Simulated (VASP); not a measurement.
# W (Fm-3m) in VASP: further runs

The runs below take W through single point, with PBEsol.

Everything below comes from runs of VASP 6.6.1. Logs are shortened: lines on timing, memory, paths and dates and some standing lists are left out, and cuts for length are marked.

### Step 1. The cell of the first run

Symmetry: Fm-3m, No. 225, cubic system. Conventional cell: a = 3.735 Å, b = 3.735 Å, c = 3.735 Å, α = 90.00°, β = 90.00°, γ = 90.00°. W (site symmetry m-3m) has 12 W at 2.64 Å within 3.5 Å.

This isn't the form of W at room conditions, which is bcc.

### Step 2. Single point, PBEsol (strain -0.080 along x and y, -0.080 along z)

File INCAR:

```
SYSTEM = W
PREC = Accurate
ENCUT = 520
EDIFF = 1E-7
ISMEAR = 0
SIGMA = 0.15
LREAL = .FALSE.
LASPH = .TRUE.
NELM = 60
ALGO = Fast
ISIF = 2
LWAVE = .FALSE.
LCHARG = .TRUE.
GGA = PS
LELF = .TRUE.
LVHAR = .TRUE.
NBANDS = 13
```

File KPOINTS:

```
Automatic mesh
0
G
  20 20 20
  0 0 0
```

File POSCAR:

```
W
1.0
    0.0000000000      1.8676000000      1.8676000000
    1.8676000000      0.0000000000      1.8676000000
    1.8676000000      1.8676000000      0.0000000000
W
1
Direct
    0.0000000000      0.0000000000      0.0000000000
```

Potentials or basis: VASP PAW PBE potentials, release 64 (W_sv).

Run with:

```bash
> cat potpaw_PBE.64/W_sv/POTCAR > POTCAR
> mpirun -np 1 vasp_std > vasp.out
```

OUTCAR:

```text
SYSTEM = W
   PREC = Accurate
   ENCUT = 520
   EDIFF = 1E-7
   ISMEAR = 0
   LREAL = .FALSE.
   LASPH = .TRUE.
   NELM = 60
   ISIF = 2
   GGA = PS

 ion  position               nearest neighbor table
   1  0.000  0.000  0.000-

  LATTYP: Found a face centered cubic cell.
 ALAT       =     3.7352000000

  Lattice vectors:

 A1 = (   0.0000000000,   1.8676000000,   1.8676000000)
 A2 = (   1.8676000000,   0.0000000000,   1.8676000000)
 A3 = (   1.8676000000,   1.8676000000,   0.0000000000)

Analysis of symmetry for initial positions (statically):
=====================================================================
 Subroutine PRICEL returns:
 Original cell was already a primitive cell.

 Routine SETGRP: Setting up the symmetry group for a
 face centered cubic supercell.

 Subroutine GETGRP returns: Found 48 space group operations
 (whereof 48 operations were pure point group operations)
 out of a pool of 48 trial point group operations.

The static configuration has the point symmetry O_h .

Analysis of symmetry for dynamics (positions and initial velocities):
=====================================================================
 Subroutine PRICEL returns:
 Original cell was already a primitive cell.

 Routine SETGRP: Setting up the symmetry group for a
 face centered cubic supercell.

 Subroutine GETGRP returns: Found 48 space group operations
 (whereof 48 operations were pure point group operations)
 out of a pool of 48 trial point group operations.

The dynamic configuration has the point symmetry O_h .

 Subroutine INISYM returns: Found 48 space group operations
 (whereof 48 operations are pure point group operations),
 and found     1 'primitive' translations

----------------------------------------------------------------------------------------

                                     Primitive cell

  volume of cell :      13.0281

  direct lattice vectors                    reciprocal lattice vectors
     0.000000000  1.867600000  1.867600000    -0.267723281  0.267723281  0.267723281
     1.867600000  0.000000000  1.867600000     0.267723281 -0.267723281  0.267723281
     1.867600000  1.867600000  0.000000000     0.267723281  0.267723281 -0.267723281

  length of vectors
     2.641185249  2.641185249  2.641185249     0.463710325  0.463710325  0.463710325

  position of ions in fractional coordinates (direct lattice)
     0.000000000  0.000000000  0.000000000

  ion indices of the primitive-cell ions
   primitive index   ion index
                 1           1

----------------------------------------------------------------------------------------

 KPOINTS: Automatic mesh

Automatic generation of k-mesh.
 Grid dimensions read from file:
 generate k-points for:   20   20   20

 Generating k-lattice:

  Cartesian coordinates                     Fractional coordinates (reciprocal lattice)
    -0.013386164  0.013386164  0.013386164     0.050000000  0.000000000  0.000000000
     0.013386164 -0.013386164  0.013386164     0.000000000  0.050000000  0.000000000
     0.013386164  0.013386164 -0.013386164     0.000000000  0.000000000  0.050000000

  Length of vectors
     0.023185516  0.023185516  0.023185516

  Shift w.r.t. Gamma in fractional coordinates (k-lattice)
     0.000000000  0.000000000  0.000000000

 Subroutine IBZKPT returns following result:
 ===========================================

 Found    256 irreducible k-points:

 Following reciprocal coordinates:
            Coordinates               Weight
  0.000000  0.000000  0.000000      1.000000
  0.050000  0.000000  0.000000      8.000000
  0.100000  0.000000  0.000000      8.000000
  0.150000  0.000000  0.000000      8.000000
  0.200000  0.000000  0.000000      8.000000
  0.250000  0.000000  0.000000      8.000000
[... 16 lines left out ...]
 -0.400000  0.050000  0.000000     24.000000
 -0.350000  0.050000  0.000000     24.000000
 [... further k-points ...]
   k-points           NKPTS =    256   k-points in BZ     NKDIM =    256   number of bands    NBANDS=     13
   number of dos      NEDOS =    301   number of ions     NIONS =      1
   total plane-waves  NPLWV =   8000
   dimension x,y,z NGX =    20 NGY =   20 NGZ =   20
   dimension x,y,z NGXF=    40 NGYF=   40 NGZF=   40
   ions per type =               1
   NGX,Y,Z   is equivalent  to a cutoff of  12.59, 12.59, 12.59 a.u.
   NGXF,Y,Z  is equivalent  to a cutoff of  25.18, 25.18, 25.18 a.u.
 SYSTEM =  W
   PREC   = accura    normal or accurate (medium, high low for compatibility)
   ISTART =      0    job   : 0-new  1-cont  2-samecut
   ICHARG =      2    charge: 1-file 2-atom 10-const
   ISPIN  =      1    spin polarized calculation?
   LNONCOLLINEAR =      F non collinear calculations
   LSORBIT =      F    spin-orbit coupling
   LASPH  =      T    aspherical Exc in radial PAW
   ENCUT  =  520.0 eV  38.22 Ry    6.18 a.u.   4.91  4.91  4.91*2*pi/ulx,y,z
   NELM   =     60;   NELMIN=  2; NELMDL= -5     # of ELM steps
   EDIFF  = 0.1E-06   stopping-criterion for ELM
   LREAL  =      F    real-space projection
   EDIFFG = 0.1E-05   stopping-criterion for IOM
   NSW    =      0    number of steps for IOM
   IBRION =     -1    ionic relax: 0-MD 1-quasi-New 2-CG
   NFREE  =      0    steps in history (QN), initial steepest desc. (CG)
   ISIF   =      2    stress and relaxation
   ISYM   =      2    0-nonsym 1-usesym 2-fastsym
   POTIM  = 0.5000    time-step for ionic-motion
   TEBEG  =    0.0;   TEEND  =   0.0 temperature during run
   PSTRESS=    0.0 pullay stress
   NELECT =      14.0000    total number of electrons
   NUPDOWN=      -1.0000    fix difference up-down
   EMIN   =  10.00;   EMAX   =-10.00  energy-range for DOS
   EFERMI =   0.00;   METHOD = LEGACY
   ISMEAR =     0;   SIGMA  =   0.15  broadening in eV -4-tet -1-fermi 0-gaus
   EFERMI_NEDOS =   21; number of points for ismear=-14 and -15
   IALGO  =     68    algorithm
   IMIX   =      4    mixing-type and parameters
     AMIX     =   0.40;   BMIX     =  1.00
     AMIX_MAG =   1.60;   BMIX_MAG =  1.00
  volume/ion in A,a.u.               =      13.03        87.92
  Fermi-wavevector in a.u.,A,eV,Ry     =   1.676835  3.168759 38.256527  2.811775
  Thomas-Fermi vector in A             =   2.761208
   LORBIT       =      0    0 simple, 1 ext, 2 COOP (PROOUT), +10 PAW based schemes
   GGA     = PS    functional components
   LHFCALC =     F    Hartree Fock is set to
   AEXX    =    0.0000 exact exchange contribution
   IVDW    =     0    specifies the selected vdW correction
   LEPSILON=     F    determine dielectric tensor
   LRPA    =     F    only Hartree local field effects (RPA)
 non-spin polarized calculation
 RMM-DIIS sequential band-by-band and
 Gauss-broadening in eV      SIGMA  =   0.15
  energy-cutoff  :      520.00
  volume of cell :       13.03
 maximum number of plane-waves:       360
   NGX =  9   NGY =  9   NGZ =  9

 number of electron      13.9999999 magnetization

 Free energy of the ion-electron system (eV)
  ---------------------------------------------------
  ext. energy  EPLUGINS =         0.00000000
  ---------------------------------------------------
  free energy    TOTEN  =       -12.58017284 eV

  energy without entropy =      -12.57118556  energy(sigma->0) =      -12.57567920

 E-fermi :  13.7815     XC(G=0): -14.8919

 val. band max:       13.7489890798   @ k =   0.3000   0.1000   0.0500
 cond. band min:      13.7876833843   @ k =  -0.1500   0.1000   0.0000
 fundamental gap:      0.0386943045
 Fermi energy:        13.7815413071

 k-point     1 :       0.0000    0.0000    0.0000
  band No.  band energies     occupation
      1     -59.5206      2.00000
      2     -22.6754      2.00000
      3     -22.6754      2.00000
      4     -22.6754      2.00000
      5       3.6531      2.00000
      6      12.8265      2.00000
      7      12.8265      2.00000
      8      12.8265      2.00000
      9      17.1350      0.00000
     10      17.1350      0.00000
     11      26.7992      0.00000
     12      33.2134      0.00000
     13      33.2134      0.00000

 k-point     2 :       0.0500    0.0000    0.0000
  band No.  band energies     occupation
      1     -59.5135      2.00000
      2     -22.7427      2.00000
      3     -22.6833      2.00000
      4     -22.6833      2.00000
      5       3.8030      2.00000
      6      12.7062      2.00000
      7      12.8967      2.00000
      8      12.8967      2.00000
      9      17.0559      0.00000
     10      17.0559      0.00000
     11      27.1011      0.00000
     12      32.6243      0.00000
     13      33.4945      0.00000

 k-point     3 :       0.1000    0.0000    0.0000
  band No.  band energies     occupation
      1     -59.4929      2.00000
      2     -22.9351      2.00000
      3     -22.7061      2.00000
      4     -22.7061      2.00000
      5       4.2325      2.00000
      6      12.3973      2.00000
      7      13.0855      2.00000
      8      13.0855      2.00000
      9      16.8652      0.00000
     10      16.8652      0.00000
     11      27.9197      0.00000
     12      31.4853      0.00000
     13      34.3090      0.00000
[... 305 lines left out ...]
 k-point    23 :      -0.4000    0.0500    0.0000
  band No.  band energies     occupation
      1     -59.2430      2.00000
      2     -24.9394      2.00000
      3     -23.0293      2.00000
      4     -22.9601      2.00000
      5       6.9755      2.00000
      6      12.4551      2.00000
      7      12.6895      2.00000
      8      14.4141      0.00000
      9      19.5215      0.00000
     10      20.5948      0.00000
     11      26.3237      0.00000
     12      29.9687      0.00000
     13      35.8047      0.00000

 k-point    24 :      -0.3500    0.0500    0.0000
  band No.  band energies     occupation
      1     -59.2721      2.00000
      2     -24.7255      2.00000
      3     -23.0068      2.00000
      4     -22.9213      2.00000
      5       7.0083      2.00000
      6      12.6912      2.00000
      7      12.8854      2.00000
      8      13.3976      1.99971
      9      18.5525      0.00000
     10      19.8540      0.00000
     11      26.4164      0.00000
     12      31.9458      0.00000
     13      37.1527      0.00000

 [... further k-points ...]

------------------------ aborting loop because EDIFF is reached ----------------------------------------

  FORCE on cell =-STRESS in cart. coord.  units (eV):
  Direction    XX          YY          ZZ          XY          YZ          ZX
  --------------------------------------------------------------------------------------
  -------------------------------------------------------------------------------------
  Total        7.6197423      7.6197423      7.6197423     -0.0000000      0.0000000      0.0000000
  in kB      937.0640404    937.0640404    937.0640404     -0.0000000      0.0000000      0.0000000
  external PRESSURE =     937.0640404 kB  Pullay stress =       0.0000000 kB

 VOLUME and BASIS-vectors are now :
 -----------------------------------------------------------------------------
  energy-cutoff  :      520.00
  volume of cell :       13.03
      direct lattice vectors                 reciprocal lattice vectors
     0.000000000  1.867600000  1.867600000    -0.267723281  0.267723281  0.267723281
     1.867600000  0.000000000  1.867600000     0.267723281 -0.267723281  0.267723281
     1.867600000  1.867600000  0.000000000     0.267723281  0.267723281 -0.267723281

 POSITION                                       TOTAL-FORCE (eV/Angst)
 -----------------------------------------------------------------------------------
      0.00000      0.00000      0.00000         0.000000     -0.000000      0.000000
 -----------------------------------------------------------------------------------
    total drift:                                0.000000      0.000000      0.000000

  FREE ENERGIE OF THE ION-ELECTRON SYSTEM (eV)
  ---------------------------------------------------
  free  energy   TOTEN  =       -12.5801728355 eV

  energy  without entropy=      -12.5711855637  energy(sigma->0) =      -12.57567920
```

Run time: 42 s. Hardware: 1 thread of Intel Xeon 8259CL, shared host; peak memory 0.16 GiB.

Results:

| Item | Value |
| --- | --- |
| Free energy | -12.5802 eV |
| Pressure | 93.7 GPa |
| Band gap on the k mesh | zero (bands 7 and 8 overlap by 5.78 eV) |

Levels at points of the mesh, in eV from the Fermi level:
```
           k point  band 4  band 5  band 6  band 7  band 8  band 9  band 10  band 11
(0.00, 0.00, 0.00)  -36.46  -10.13   -0.96   -0.96   -0.96    3.35     3.35    13.02
(0.50, 0.00, 0.00)  -36.77   -7.00   -1.31   -1.31    1.69    6.84     6.84    12.77
(0.50, 0.50, 0.00)  -37.32   -7.37   -6.22    4.82    6.82    7.92     7.92    13.98
```

Caveat: the cell differs from its parent crystal (strain -0.080 along x and y, -0.080 along z); the cell stands under pressure; the PAW data sets were made with another functional, which shifts forces and pressure a little; spin-orbit coupling is left out, which moves the levels of the heavy elements.

### Step 3. Single point, PBEsol (strain -0.040 along x and y, -0.040 along z)

File INCAR:

```
SYSTEM = W
PREC = Accurate ; ENCUT = 520
EDIFF = 1E-6 ; ISMEAR = 0
SIGMA = 0.15 ; LREAL = .FALSE.
LASPH = .TRUE. ; NELM = 100
ALGO = Normal ; ISIF = 2
LWAVE = .FALSE. ; LCHARG = .FALSE.
GGA = PS ; NBANDS = 13
```

KPOINTS is that of step 2.

File POSCAR:

```
W
1.0
    0.0000000000      1.9488000000      1.9488000000
    1.9488000000      0.0000000000      1.9488000000
    1.9488000000      1.9488000000      0.0000000000
W
1
Direct
    0.0000000000      0.0000000000      0.0000000000
```

Potentials or basis: VASP PAW PBE potentials, release 64 (W_sv).

Run with:

```bash
> cat potpaw_PBE.64/W_sv/POTCAR > POTCAR
> mpirun -np 1 vasp_std > vasp.out
```

Run time: 34 s. Hardware: 1 thread of Intel Xeon 8259CL, shared host; peak memory 0.16 GiB.

It converged, with:

```
Free energy            : -13.2171 eV
Pressure               : 27.5 GPa
Band gap on the k mesh : zero (bands 7 and 8 overlap by 4.43 eV)
```

Levels at points of the mesh, in eV from the Fermi level:
| k point | band 4 | band 5 | band 6 | band 7 | band 8 | band 9 | band 10 | band 11 |
| --- | --- | --- | --- | --- | --- | --- | --- | --- |
| (0.00, 0.00, 0.00) | -36.90 | -9.53 | -0.70 | -0.70 | -0.70 | 2.91 | 2.91 | 12.94 |
| (0.50, 0.00, 0.00) | -37.11 | -6.19 | -0.99 | -0.99 | 1.03 | 5.81 | 5.81 | 11.93 |
| (0.50, 0.50, 0.00) | -37.48 | -6.27 | -5.21 | 3.73 | 5.78 | 6.69 | 6.69 | 12.67 |

Caveat: the cell differs from its parent crystal (strain -0.040 along x and y, -0.040 along z); the cell stands under pressure; the PAW data sets were made with another functional, which shifts forces and pressure a little; spin-orbit coupling is left out, which moves the levels of the heavy elements.

(Part 1 of 2 ends here.)
